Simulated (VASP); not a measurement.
# CuI (F-43m) in VASP: a series of runs, part 2 of 2

VASP 6.6.1.

## 3. Single point, r2SCAN

The input, POSCAR:

```
CuI
1.0
    0.0000000000      3.0120291112      3.0120291112
    3.0120291112      0.0000000000      3.0120291112
    3.0120291112      3.0120291112      0.0000000000
Cu I
1 1
Direct
    0.0000000000      0.0000000000      0.0000000000
    0.2500000000      0.2500000000      0.2500000000
```

The input, INCAR.step1:

```
PREC = Accurate
ENCUT = 520
ISMEAR = 0
SIGMA = 0.05
LREAL = F
LASPH = T
NELM = 60
NBANDS = 16
GGA = PE
ALGO = Normal
EDIFF = 1E-4
LWAVE = T
LCHARG = F
```

The input, INCAR.step2:

```
PREC = Accurate
ENCUT = 520
EDIFF = 1E-6
ISMEAR = 0
SIGMA = 0.05
LREAL = F
LASPH = T
NELM = 60
ALGO = Normal
ISIF = 2
LWAVE = F
LCHARG = F
METAGGA = R2SCAN
LMIXTAU = T
NBANDS = 16
ISTART = 1
```

The input, KPOINTS:

```
Automatic mesh
0
Gamma
  6 6 6
```

Potentials or basis: VASP PAW PBE potentials, release 64 (Cu, I).

On the command line:

```sh
$ cat potpaw_PBE.64/Cu/POTCAR potpaw_PBE.64/I/POTCAR > POTCAR
$ cp INCAR.step1 INCAR
$ mpirun -np 1 vasp_std > vasp.out
$ cp INCAR.step2 INCAR
$ mpirun -np 1 vasp_std > vasp.out
```

OUTCAR:

```text
PREC = Accurate
   ENCUT = 520
   EDIFF = 1E-6
   ISMEAR = 0
   LREAL = F
   LASPH = T
   NELM = 60
   ISIF = 2
   METAGGA = R2SCAN
   ISTART = 1

 ion  position               nearest neighbor table
   1  0.000  0.000  0.000-   2 2.61   2 2.61   2 2.61   2 2.61
   2  0.250  0.250  0.250-   1 2.61   1 2.61   1 2.61   1 2.61

  LATTYP: Found a face centered cubic cell.
 ALAT       =     6.0240582224

  Lattice vectors:

 A1 = (   0.0000000000,   3.0120291112,   3.0120291112)
 A2 = (   3.0120291112,   0.0000000000,   3.0120291112)
 A3 = (   3.0120291112,   3.0120291112,   0.0000000000)

Analysis of symmetry for initial positions (statically):
=====================================================================
 Subroutine PRICEL returns:
 Original cell was already a primitive cell.

 Routine SETGRP: Setting up the symmetry group for a
 face centered cubic supercell.

 Subroutine GETGRP returns: Found 24 space group operations
 (whereof 24 operations were pure point group operations)
 out of a pool of 48 trial point group operations.

The static configuration has the point symmetry T_d .

Analysis of symmetry for dynamics (positions and initial velocities):
=====================================================================
 Subroutine PRICEL returns:
 Original cell was already a primitive cell.

 Routine SETGRP: Setting up the symmetry group for a
 face centered cubic supercell.

 Subroutine GETGRP returns: Found 24 space group operations
 (whereof 24 operations were pure point group operations)
 out of a pool of 48 trial point group operations.

The dynamic configuration has the point symmetry T_d .

 Subroutine INISYM returns: Found 24 space group operations
 (whereof 24 operations are pure point group operations),
 and found     1 'primitive' translations

----------------------------------------------------------------------------------------

                                     Primitive cell

  volume of cell :      54.6522

  direct lattice vectors                    reciprocal lattice vectors
     0.000000000  3.012029111  3.012029111    -0.166001052  0.166001052  0.166001052
     3.012029111  0.000000000  3.012029111     0.166001052 -0.166001052  0.166001052
     3.012029111  3.012029111  0.000000000     0.166001052  0.166001052 -0.166001052

  length of vectors
     4.259652419  4.259652419  4.259652419     0.287522256  0.287522256  0.287522256

  position of ions in fractional coordinates (direct lattice)
     0.000000000  0.000000000  0.000000000
     0.250000000  0.250000000  0.250000000

  ion indices of the primitive-cell ions
   primitive index   ion index
                 1           1
                 2           2

----------------------------------------------------------------------------------------

 KPOINTS: Automatic mesh

Automatic generation of k-mesh.
 Grid dimensions read from file:
 generate k-points for:    6    6    6

 Generating k-lattice:

  Cartesian coordinates                     Fractional coordinates (reciprocal lattice)
    -0.027666842  0.027666842  0.027666842     0.166666667  0.000000000  0.000000000
     0.027666842 -0.027666842  0.027666842     0.000000000  0.166666667  0.000000000
     0.027666842  0.027666842 -0.027666842     0.000000000  0.000000000  0.166666667

  Length of vectors
     0.047920376  0.047920376  0.047920376

  Shift w.r.t. Gamma in fractional coordinates (k-lattice)
     0.000000000  0.000000000  0.000000000

 Subroutine IBZKPT returns following result:
 ===========================================

 Found     16 irreducible k-points:

 Following reciprocal coordinates:
            Coordinates               Weight
  0.000000  0.000000  0.000000      1.000000
  0.166667  0.000000  0.000000      8.000000
  0.333333  0.000000  0.000000      8.000000
  0.500000  0.000000  0.000000      4.000000
  0.166667  0.166667  0.000000      6.000000
  0.333333  0.166667  0.000000     24.000000
[... 8 lines left out ...]
 -0.333333  0.333333  0.166667     24.000000
 -0.333333  0.500000  0.166667     12.000000
   k-points           NKPTS =     16   k-points in BZ     NKDIM =     16   number of bands    NBANDS=     16
   number of dos      NEDOS =    301   number of ions     NIONS =      2
   total plane-waves  NPLWV =  32768
   dimension x,y,z NGX =    32 NGY =   32 NGZ =   32
   dimension x,y,z NGXF=    64 NGYF=   64 NGZF=   64
   ions per type =               1   1
   NGX,Y,Z   is equivalent  to a cutoff of  12.49, 12.49, 12.49 a.u.
   NGXF,Y,Z  is equivalent  to a cutoff of  24.98, 24.98, 24.98 a.u.
 SYSTEM =  unknown system
   PREC   = accura    normal or accurate (medium, high low for compatibility)
   ISTART =      1    job   : 0-new  1-cont  2-samecut
   ICHARG =      0    charge: 1-file 2-atom 10-const
   ISPIN  =      1    spin polarized calculation?
   LNONCOLLINEAR =      F non collinear calculations
   LSORBIT =      F    spin-orbit coupling
   LASPH  =      T    aspherical Exc in radial PAW
   ENCUT  =  520.0 eV  38.22 Ry    6.18 a.u.   7.92  7.92  7.92*2*pi/ulx,y,z
   NELM   =     60;   NELMIN=  2; NELMDL=  0     # of ELM steps
   EDIFF  = 0.1E-05   stopping-criterion for ELM
   LREAL  =      F    real-space projection
   EDIFFG = 0.1E-04   stopping-criterion for IOM
   NSW    =      0    number of steps for IOM
   IBRION =     -1    ionic relax: 0-MD 1-quasi-New 2-CG
   NFREE  =      0    steps in history (QN), initial steepest desc. (CG)
   ISIF   =      2    stress and relaxation
   ISYM   =      2    0-nonsym 1-usesym 2-fastsym
   POTIM  = 0.5000    time-step for ionic-motion
   TEBEG  =    0.0;   TEEND  =   0.0 temperature during run
   PSTRESS=    0.0 pullay stress
   NELECT =      18.0000    total number of electrons
   NUPDOWN=      -1.0000    fix difference up-down
   EMIN   =  10.00;   EMAX   =-10.00  energy-range for DOS
   EFERMI =   0.00;   METHOD = LEGACY
   ISMEAR =     0;   SIGMA  =   0.05  broadening in eV -4-tet -1-fermi 0-gaus
   EFERMI_NEDOS =   21; number of points for ismear=-14 and -15
   IALGO  =     38    algorithm
   IMIX   =      4    mixing-type and parameters
     AMIX     =   0.40;   BMIX     =  1.00
     AMIX_MAG =   1.60;   BMIX_MAG =  1.00
  volume/ion in A,a.u.               =      27.33       184.41
  Fermi-wavevector in a.u.,A,eV,Ry     =   1.130568  2.136463 17.390734  1.278183
  Thomas-Fermi vector in A             =   2.267264
   LORBIT       =      0    0 simple, 1 ext, 2 COOP (PROOUT), +10 PAW based schemes
   METAGGA = R2SCAN    functional components
   LHFCALC =     F    Hartree Fock is set to
   AEXX    =    0.0000 exact exchange contribution
   IVDW    =     0    specifies the selected vdW correction
   LEPSILON=     F    determine dielectric tensor
   LRPA    =     F    only Hartree local field effects (RPA)
 non-spin polarized calculation
 Gauss-broadening in eV      SIGMA  =   0.05
  energy-cutoff  :      520.00
  volume of cell :       54.65
 maximum number of plane-waves:      1488
   NGX = 15   NGY = 15   NGZ = 15

 number of electron      18.0000016 magnetization

 Free energy of the ion-electron system (eV)
  ---------------------------------------------------
  ext. energy  EPLUGINS =         0.00000000
  ---------------------------------------------------
  free energy    TOTEN  =       -35.79373869 eV

  energy without entropy =      -35.79373869  energy(sigma->0) =      -35.79373869

 E-fermi :   4.7495     XC(G=0):  -9.5448

 val. band max:        4.4709561313   @ k =   0.0000   0.0000   0.0000
 cond. band min:       6.1421827338   @ k =   0.0000   0.0000   0.0000
 fundamental gap:      1.6712266025
 Fermi energy:         4.7494995317

 k-point     1 :       0.0000    0.0000    0.0000
  band No.  band energies     occupation
      1     -10.1590      2.00000
      2       0.5820      2.00000
      3       0.5820      2.00000
      4       0.5820      2.00000
      5       2.5551      2.00000
      6       2.5551      2.00000
[... 8 lines left out ...]
     15      14.5012      0.00000
     16      14.5012      0.00000
[... 267 lines left out ...]
 k-point    16 :      -0.3333    0.5000    0.1667
  band No.  band energies     occupation
      1      -9.3382      2.00000
      2      -1.1103      2.00000
      3      -0.0959      2.00000
      4       0.3781      2.00000
      5       2.4929      2.00000
      6       2.5014      2.00000
[... 8 lines left out ...]
     15      16.5793      0.00000
     16      17.2499      0.00000

------------------------ aborting loop because EDIFF is reached ----------------------------------------

  FORCE on cell =-STRESS in cart. coord.  units (eV):
  Direction    XX          YY          ZZ          XY          YZ          ZX
  --------------------------------------------------------------------------------------
  -------------------------------------------------------------------------------------
  Total       -0.0171724     -0.0171724     -0.0171724      0.0000000      0.0000000     -0.0000000
  in kB       -0.5034255     -0.5034255     -0.5034255      0.0000000      0.0000000     -0.0000000
  external PRESSURE =      -0.5034255 kB  Pullay stress =       0.0000000 kB

 VOLUME and BASIS-vectors are now :
 -----------------------------------------------------------------------------
  energy-cutoff  :      520.00
  volume of cell :       54.65
      direct lattice vectors                 reciprocal lattice vectors
     0.000000000  3.012029111  3.012029111    -0.166001052  0.166001052  0.166001052
     3.012029111  0.000000000  3.012029111     0.166001052 -0.166001052  0.166001052
     3.012029111  3.012029111  0.000000000     0.166001052  0.166001052 -0.166001052

 POSITION                                       TOTAL-FORCE (eV/Angst)
 -----------------------------------------------------------------------------------
      0.00000      0.00000      0.00000        -0.000000     -0.000000     -0.000000
      1.50601      1.50601      1.50601         0.000000      0.000000      0.000000
 -----------------------------------------------------------------------------------
    total drift:                                0.000010      0.000010      0.000010

  FREE ENERGIE OF THE ION-ELECTRON SYSTEM (eV)
  ---------------------------------------------------
  free  energy   TOTEN  =       -35.7937386910 eV

  energy  without entropy=      -35.7937386910  energy(sigma->0) =      -35.79373869
```

OUTCAR.step1:

```text
PREC = Accurate
   ENCUT = 520
   ISMEAR = 0
   LREAL = F
   LASPH = T
[... 513 lines left out ...]
 -----------------------------------------------------------------------------------
      0.00000      0.00000      0.00000         0.000000     -0.000000     -0.000000
      1.50601      1.50601      1.50601        -0.000000      0.000000      0.000000
 -----------------------------------------------------------------------------------
    total drift:                               -0.000000     -0.000000      0.000000

  FREE ENERGIE OF THE ION-ELECTRON SYSTEM (eV)
  ---------------------------------------------------
  free  energy   TOTEN  =        -5.5543992918 eV

  energy  without entropy=       -5.5543992918  energy(sigma->0) =       -5.55439929
```

OSZICAR.step1:

```text
N       E                     dE             d eps       ncg     rms          rms(c)
DAV:   1     0.100114842239E+03    0.10011E+03   -0.79155E+03   512   0.119E+03
DAV:   2     0.803309791620E+00   -0.99312E+02   -0.90576E+02   544   0.224E+02
DAV:   3    -0.557233639572E+01   -0.63756E+01   -0.62941E+01   704   0.643E+01
DAV:   4    -0.577621004278E+01   -0.20387E+00   -0.20383E+00   672   0.101E+01
DAV:   5    -0.578278073217E+01   -0.65707E-02   -0.65707E-02   760   0.181E+00    0.536E+00
DAV:   6    -0.570468027756E+01    0.78100E-01   -0.27552E+00   536   0.450E+01    0.348E+00
DAV:   7    -0.555533925305E+01    0.14934E+00   -0.66253E-01   568   0.269E+01    0.175E+00
DAV:   8    -0.555662788486E+01   -0.12886E-02   -0.35986E-02   800   0.266E+00    0.436E-01
DAV:   9    -0.555420806193E+01    0.24198E-02   -0.92832E-03   648   0.285E+00    0.127E-01
DAV:  10    -0.555439215214E+01   -0.18409E-03   -0.58031E-04   608   0.182E-01    0.415E-02
DAV:  11    -0.555439929179E+01   -0.71396E-05   -0.19295E-04   608   0.398E-01
   1 F= -.55543993E+01 E0= -.55543993E+01  d E =-.101632E-12
```

Run time: 52 s. Hardware: 1 thread of AMD EPYC 7R43 (Zen 3), shared host; peak memory 0.15 GiB.

Results:

| Quantity | Value |
| --- | --- |
| Free energy | -35.7937 eV |
| Pressure | -0.1 GPa |
| Band gap on the k mesh | 1.67 eV, direct |

Caveat: the PAW data sets were made with another functional, which shifts forces and pressure a little; spin-orbit coupling is left out, which moves the levels of the heavy elements.
